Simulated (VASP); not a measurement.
## MgH2: single point with PBE

MgH2:

```xyz
6
Lattice="2.4058 -2.3976 0.0000 2.4058 2.3976 0.0000 0.0000 0.0000 4.7400" Properties=species:S:1:pos:R:3 pbc="T T T"
Mg    0.0000    0.0000    0.0000
Mg    2.4058    0.0000    2.3700
H     3.6087    1.0312    1.1850
H     3.6087   -1.0312    3.5550
H     1.2029   -1.0312    3.5550
H     1.2029    1.0312    1.1850
```

| Property | Result |
| --- | --- |
| Program | VASP 6.6.1 |
| Task | single point |
| Functional | PBE |
| Potentials or basis | VASP PAW PBE potentials, release 64 (Mg, H) |
| Cutoff | 520 eV |
| k mesh | 12 × 12 × 8 |
| Occupations | gaussian, width 0.1 eV |
| Spin | no spin polarisation |

```yaml
Pressure: -0.4 GPa
Band_gap_on_the_k_mesh: zero (band 4 reaches 3.20 eV, above the bottom of band 5 at 2.46 eV)
```

Levels at points of the mesh, in eV from the Fermi level:
| k point | band 2 | band 3 | band 4 | band 5 | band 6 | band 7 |
| --- | --- | --- | --- | --- | --- | --- |
| (0.00, 0.00, 0.00) | -5.57 | -2.35 | -0.22 | 0.54 | 4.61 | 5.06 |
| (0.50, 0.00, 0.00) | -7.00 | -3.13 | -3.13 | 2.88 | 2.88 | 6.11 |
| (0.50, 0.50, 0.00) | -5.60 | -2.70 | -2.33 | -0.42 | 0.13 | 4.52 |
| (0.00, 0.00, 0.50) | -8.36 | -1.15 | -1.15 | 5.54 | 5.54 | 5.97 |
| (0.50, 0.00, 0.50) | -5.65 | -5.55 | -5.55 | 6.61 | 6.61 | 6.93 |
| (0.50, 0.50, 0.50) | -4.45 | -4.40 | -4.40 | 1.01 | 1.01 | 1.39 |

Wall time 70 s on 1 thread of Intel(R) Xeon(R) 6975P-C (Granite Rapids), on a shared host, peak memory 0.28 GiB.
